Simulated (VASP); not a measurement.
A run of VASP 6.6.1:

Contents of INCAR:

```
SYSTEM = Ba2BCl
PREC     = Accurate       ! precision mode
ENCUT    = 600            ! plane-wave cutoff, eV
EDIFF    = 1E-6           ! SCF threshold, eV
ISMEAR   = 0              ! smearing method
SIGMA    = 0.1            ! smearing width, eV
LREAL    = .False.        ! projectors in reciprocal space
LASPH    = .True.         ! aspherical terms in the spheres
NELM     = 80             ! most SCF steps
ALGO     = Normal         ! electronic algorithm
ISIF     = 3              ! what is computed and relaxed
LWAVE    = .False.        ! write WAVECAR
LCHARG   = .False.        ! write CHGCAR
GGA      = PE             ! functional
IBRION   = 2              ! ionic algorithm
NSW      = 90             ! ionic steps
EDIFFG   = -0.04          ! ionic threshold
```

KPOINTS

```
regular mesh
0
Gamma
  6 6 4
  0 0 0
```

Contents of POSCAR:

```
Ba2BCl
1.0
    5.6920735500      0.0000000000      0.0000000000
   -2.8460367700      4.9294802900      0.0000000000
    0.0000000000      0.0000000000      4.7170128300
Ba B Cl
2 1 1
Direct
    0.3333333300      0.6666666700      0.0000000000
    0.6666666700      0.3333333300      0.0000000000
    0.0000000000      0.0000000000      0.0000000000
    0.0000000000      0.0000000000      0.5000000000
```

Potentials or basis: VASP PAW PBE potentials, release 64 (Ba_sv, B, Cl).

Run with:

```bash
$ cat potpaw_PBE.64/Ba_sv/POTCAR potpaw_PBE.64/B/POTCAR potpaw_PBE.64/Cl/POTCAR > POTCAR
$ mpirun -np 1 vasp_std > vasp.out
```

Hardware: 1 thread of Intel(R) Xeon(R) 6975P-C (Granite Rapids) (shared host).

Task: Estimate the wall time of this run.

Result: Wall time 2.6 min on 1 thread of Intel(R) Xeon(R) 6975P-C (Granite Rapids), on a shared host, peak memory 0.35 GiB. Counts: scf iterations 53, k points 21, ion steps 5.
